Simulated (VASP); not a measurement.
# TiC (Fm-3m) in VASP: a series of runs, part 2 of 2

VASP 6.6.1. The steps go on from the part before.

### 3 Relaxation of cell and atoms, LDA

Contents of INCAR:

```
SYSTEM = TiC
  PREC = Accurate
  ENCUT = 600
  EDIFF = 1E-6
  ISMEAR = 0
  SIGMA = 0.1
  LREAL = .FALSE.
  LASPH = .TRUE.
  NELM = 80
  ALGO = Normal
  ISIF = 3
  LWAVE = .FALSE.
  LCHARG = .FALSE.
  IBRION = 2
  NSW = 100
  EDIFFG = -0.005
```

Contents of KPOINTS:

```
Automatic mesh
0
G
  16 16 16
  0 0 0
```

Contents of POSCAR:

```
TiC
1.0
    0.0000000000      2.1305394213      2.1305394213
    2.1305394213      0.0000000000      2.1305394213
    2.1305394213      2.1305394213      0.0000000000
Ti C
1 1
Direct
    0.0000000000      0.0000000000      0.0000000000
    0.5000000000      0.5000000000      0.5000000000
```

Potentials or basis: VASP PAW LDA potentials, release 64 (Ti_sv, C).

The run is started by

```bash
cat potpaw_LDA.64/Ti_sv/POTCAR potpaw_LDA.64/C/POTCAR > POTCAR
mpirun -np 1 vasp_std > vasp.out
```

OUTCAR:

```text
SYSTEM = TiC
   PREC = Accurate
   ENCUT = 600
   EDIFF = 1E-6
   ISMEAR = 0
   LREAL = .FALSE.
   LASPH = .TRUE.
   NELM = 80
   ISIF = 3
   IBRION = 2
   NSW = 100
   EDIFFG = -0.005

 ion  position               nearest neighbor table
   1  0.000  0.000  0.000-   2 2.13   2 2.13   2 2.13   2 2.13   2 2.13   2 2.13
   2  0.500  0.500  0.500-   1 2.13   1 2.13   1 2.13   1 2.13   1 2.13   1 2.13

  LATTYP: Found a face centered cubic cell.
 ALAT       =     4.2610788426

  Lattice vectors:

 A1 = (   0.0000000000,   2.1305394213,   2.1305394213)
 A2 = (   2.1305394213,   0.0000000000,   2.1305394213)
 A3 = (   2.1305394213,   2.1305394213,   0.0000000000)

Analysis of symmetry for initial positions (statically):
[... 33 lines left out ...]
                                     Primitive cell

  volume of cell :      19.3419

  direct lattice vectors                    reciprocal lattice vectors
     0.000000000  2.130539421  2.130539421    -0.234682351  0.234682351  0.234682351
     2.130539421  0.000000000  2.130539421     0.234682351 -0.234682351  0.234682351
     2.130539421  2.130539421  0.000000000     0.234682351  0.234682351 -0.234682351

  length of vectors
     3.013037745  3.013037745  3.013037745     0.406481755  0.406481755  0.406481755

  position of ions in fractional coordinates (direct lattice)
     0.000000000  0.000000000  0.000000000
     0.500000000  0.500000000  0.500000000

  ion indices of the primitive-cell ions
[... 134 lines left out ...]
  external PRESSURE =       5.4097275 kB  Pullay stress =       0.0000000 kB
[... 59 lines left out ...]
--------------------------------------- Ionic step        3  -------------------------------------------

 number of electron      16.0000003 magnetization

 Free energy of the ion-electron system (eV)
  ---------------------------------------------------
  ext. energy  EPLUGINS =         0.00000000
  ---------------------------------------------------
  free energy    TOTEN  =       -20.53995819 eV

  energy without entropy =      -20.53811413  energy(sigma->0) =      -20.53903616

 E-fermi :   9.7860     XC(G=0): -13.2210

 val. band max:        9.7701230832   @ k =   0.1250   0.0625   0.0000
 cond. band min:       9.8365193825   @ k =   0.5000   0.5000   0.0000
 fundamental gap:      0.0663962993
 Fermi energy:         9.7859890056

 k-point     1 :       0.0000    0.0000    0.0000
  band No.  band energies     occupation
      1     -45.9426      2.00000
      2     -22.3206      2.00000
      3     -22.3206      2.00000
      4     -22.3206      2.00000
      5      -2.6221      2.00000
      6      10.4482      0.00000
      7      10.4482      0.00000
      8      10.4482      0.00000
      9      11.5506      0.00000
     10      11.5506      0.00000
     11      11.5506      0.00000
     12      11.6158      0.00000
[... 331 lines left out ...]
 k-point    24 :      -0.0625    0.0625    0.0000
  band No.  band energies     occupation
      1     -45.9331      2.00000
      2     -22.3786      2.00000
      3     -22.3365      2.00000
      4     -22.3219      2.00000
      5      -2.3727      2.00000
      6       9.5546      1.99893
      7       9.7150      1.68492
      8       9.7630      1.25475
      9      10.5668      0.00000
     10      11.2210      0.00000
     11      12.1535      0.00000
     12      12.7868      0.00000

 [... further k-points ...]
[... 5 lines left out ...]
  --------------------------------------------------------------------------------------
  -------------------------------------------------------------------------------------
  Total       -0.0012567     -0.0012567     -0.0012567      0.0000000      0.0000000      0.0000000
  in kB       -0.1039065     -0.1039065     -0.1039065      0.0000000      0.0000000      0.0000000
  external PRESSURE =      -0.1039065 kB  Pullay stress =       0.0000000 kB
[... 17 lines left out ...]
  FREE ENERGIE OF THE ION-ELECTRON SYSTEM (eV)
  ---------------------------------------------------
  free  energy   TOTEN  =       -20.5399581923 eV

  energy  without entropy=      -20.5381141277  energy(sigma->0) =      -20.53903616

 reached required accuracy - stopping structural energy minimisation
```

OSZICAR:

```text
N       E                     dE             d eps       ncg     rms          rms(c)
DAV:   1     0.126031214645E+03    0.12603E+03   -0.92387E+03  3480   0.178E+03
DAV:   2    -0.148335950410E+02   -0.14086E+03   -0.13375E+03  3608   0.407E+02
DAV:   3    -0.254176910998E+02   -0.10584E+02   -0.10097E+02  4544   0.102E+02
[... 27 lines left out ...]
DAV:   4    -0.205399225047E+02   -0.14885E-05   -0.34129E-04  3756   0.194E-01    0.242E-02
DAV:   5    -0.205399482708E+02   -0.25766E-04   -0.36887E-05  4252   0.613E-02    0.823E-03
DAV:   6    -0.205399564480E+02   -0.81773E-05   -0.21464E-05  4696   0.254E-02    0.800E-03
DAV:   7    -0.205399580912E+02   -0.16432E-05   -0.49837E-06  3936   0.234E-02    0.432E-03
DAV:   8    -0.205399581923E+02   -0.10110E-06   -0.91187E-07  2380   0.118E-02
   3 F= -.20539958E+02 E0= -.20539036E+02  d E =-.622912E-04
```

CONTCAR:

```text
TiC
   1.00000000000000
     0.0000000000000000    2.1318745167605684    2.1318745167605684
     2.1318745167605684    0.0000000000000000    2.1318745167605684
     2.1318745167605684    2.1318745167605684    0.0000000000000000
  Ti              C
     1     1
Direct
     0.0000000000000000    0.0000000000000000    0.0000000000000000
     0.5000000000000000    0.5000000000000000    0.5000000000000000

  0.00000000E+00  0.00000000E+00  0.00000000E+00
  0.00000000E+00  0.00000000E+00  0.00000000E+00
```

Run time: 37 s. Hardware: 1 thread of Intel Xeon Platinum 8559C (Emerald Rapids), shared host; peak memory 0.16 GiB.

Results:

| Quantity | Value |
| --- | --- |
| Free energy | -20.5400 eV |
| Relaxed volume | 9.69 Å³/atom |
| Relaxed cell | a = 3.015 Å, b = 3.015 Å, c = 3.015 Å, α = 60.00°, β = 60.00°, γ = 60.00° |
| Space group after relaxing (to 0.05 Å) | Fm-3m (No. 225) |
| Energy gained by relaxing | 0.0 meV/atom |
| Ionic steps | 3 |
| Pressure after relaxing | 0.0 GPa |
| Band gap on the k mesh | zero (band 8 reaches 10.45 eV, above the bottom of band 9 at 9.38 eV) |

Final structure:
```xyz
2
Lattice="0.0000 2.1319 2.1319 2.1319 0.0000 2.1319 2.1319 2.1319 0.0000" Properties=species:S:1:pos:R:3 pbc="T T T"
Ti    0.0000    0.0000    0.0000
C     2.1319    2.1319    2.1319
```

### 4 Single point, LDA

This run uses another cell than the first one, of 10.13 Å³/atom, 1.048 times its volume.

Contents of INCAR:

```
SYSTEM = TiC
PREC = Accurate
ENCUT = 600
EDIFF = 1E-6
ISMEAR = 0
SIGMA = 0.1
LREAL = .False.
LASPH = .True.
NELM = 120
ALGO = Normal
ISIF = 2
LWAVE = .False.
LCHARG = .True.
LELF = .True.
LVHAR = .True.
NBANDS = 15
GGA_COMPAT = .False.
```

Contents of KPOINTS:

```
Automatic mesh
0
Gamma
  8 8 8
  0 0 0
```

Contents of POSCAR:

```
TiC
1.0
    0.0000000000      2.1640000000      2.1640000000
    2.1640000000      0.0000000000      2.1640000000
    2.1640000000      2.1640000000      0.0000000000
Ti C
1 1
Direct
    0.0000000000      0.0000000000      0.0000000000
    0.5000000000      0.5000000000      0.5000000000
```

The run is started by

```bash
cat potpaw_LDA.64/Ti_sv/POTCAR potpaw_LDA.64/C/POTCAR > POTCAR
mpirun -np 1 vasp_std > vasp.out
```

Wall time 19 s (1 thread of AMD EPYC 7R43 (Zen 3), shared host); peak memory 0.1 GiB.

The run converged. Its results:

```yaml
Free_energy: -20.5062 eV
Pressure: -11.6 GPa
Band_gap_on_the_k_mesh: zero (band 8 reaches 9.89 eV, above the bottom of band 9 at 8.85 eV)
```

Levels at points of the mesh, in eV from the Fermi level:
```csv
k point,band 6,band 7,band 8,band 9,band 10,band 11
"(0.00, 0.00, 0.00)",0.68,0.68,0.68,1.75,1.75,1.75
"(0.50, 0.00, 0.00)",-5.78,-2.85,-2.85,2.93,2.93,4.13
"(0.50, 0.50, 0.00)",-3.32,-1.63,0.05,0.05,2.78,3.53
```

### 5 Single point, LDA

Contents of INCAR:

```
PREC = Accurate
ENCUT = 600
EDIFF = 1E-6
ISMEAR = 0
SIGMA = 0.1
LREAL = False
LASPH = True
NELM = 120
ALGO = Normal
ISIF = 2
LWAVE = False
LCHARG = False
NBANDS = 15
GGA_COMPAT = False
```

Contents of KPOINTS:

```
Automatic mesh
0
Gamma
  8 8 8
```

Contents of POSCAR:

```
TiC
1.0
    0.0000000000      2.1305394196      2.1305394196
    2.1305394196      0.0000000000      2.1305394196
    2.1305394196      2.1305394196      0.0000000000
Ti C
1 1
Direct
    0.0000000000      0.0000000000      0.0000000000
    0.5000000000      0.5000000000      0.5000000000
```

The run is started by

```bash
cat potpaw_LDA.64/Ti_sv/POTCAR potpaw_LDA.64/C/POTCAR > POTCAR
mpirun -np 1 vasp_std > vasp.out
```

It took 16 s on 1 thread of AMD EPYC 7R43 (Zen 3), shared host; peak memory 0.1 GiB.

The run converged. Its results:

- Free energy: -20.5379 eV
- Pressure: 0.6 GPa
- Band gap on the k mesh: zero (band 8 reaches 10.47 eV, above the bottom of band 9 at 9.41 eV)

Levels at points of the mesh, in eV from the Fermi level:
| k point | band 5 | band 6 | band 7 | band 8 | band 9 | band 10 | band 11 | band 12 |
| --- | --- | --- | --- | --- | --- | --- | --- | --- |
| (0.00, 0.00, 0.00) | -12.38 | 0.70 | 0.70 | 0.70 | 1.80 | 1.80 | 1.80 | 1.87 |
| (0.50, 0.00, 0.00) | -8.60 | -6.00 | -3.01 | -3.01 | 3.12 | 3.12 | 4.40 | 8.60 |
| (0.50, 0.50, 0.00) | -10.07 | -3.35 | -1.78 | 0.09 | 0.09 | 2.95 | 3.77 | 3.77 |

### 6 Single point, LDA

INCAR is that of step 5.

KPOINTS is that of step 5.

Contents of POSCAR:

```
TiC
1.0
    0.0000000000      2.1305394213      2.1305394213
    2.1305394213      0.0000000000      2.1305394213
    2.1305394213      2.1305394213      0.0000000000
Ti C
1 1
Direct
    0.0000000000      0.0000000000      0.0000000000
    0.5000000000      0.5000000000      0.5000000000
```

Potentials or basis: VASP PAW LDA potentials, release 64 (Ti_sv, C).

The run is started by

```bash
cat potpaw_LDA.64/Ti_sv/POTCAR potpaw_LDA.64/C/POTCAR > POTCAR
mpirun -np 1 vasp_std > vasp.out
```

Wall time 14 s (1 thread of Intel Xeon 8259CL, shared host); peak memory 0.13 GiB.

Results (log left out):

```yaml
Free_energy: -20.5379 eV
Pressure: 0.6 GPa
Band_gap_on_the_k_mesh: zero (band 8 reaches 10.47 eV, above the bottom of band 9 at 9.41 eV)
```

Levels at points of the mesh, in eV from the Fermi level:
| k point | band 6 | band 7 | band 8 | band 9 | band 10 | band 11 |
| --- | --- | --- | --- | --- | --- | --- |
| (0.00, 0.00, 0.00) | 0.70 | 0.70 | 0.70 | 1.80 | 1.80 | 1.80 |
| (0.50, 0.00, 0.00) | -6.00 | -3.01 | -3.01 | 3.12 | 3.12 | 4.40 |
| (0.50, 0.50, 0.00) | -3.35 | -1.78 | 0.09 | 0.09 | 2.95 | 3.77 |

### 7 Summary

```csv
task,cell,k mesh,cutoff (eV),gap on the mesh (eV),pressure (GPa)
single point,"a = 3.013 Å, angles 60.0°, 2 atoms",16 × 16 × 16,520,none,0.7
relaxation of cell and atoms,"relaxed from a = 3.013 Å, angles 60.0°, 2 atoms",16 × 16 × 16,600,none,0.0
single point,"a = 3.060 Å, angles 60.0°, 2 atoms",8 × 8 × 8,600,none,-11.6
single point,"a = 3.013 Å, angles 60.0°, 2 atoms",8 × 8 × 8,600,none,0.6
```

Alike in all rows: level LDA; potentials or basis VASP PAW LDA potentials, release 64 (Ti_sv, C); no spin polarisation; smearing gaussian 0.1 eV.

Total energies depend on the potentials used, so only differences within one code and one set of settings carry meaning.
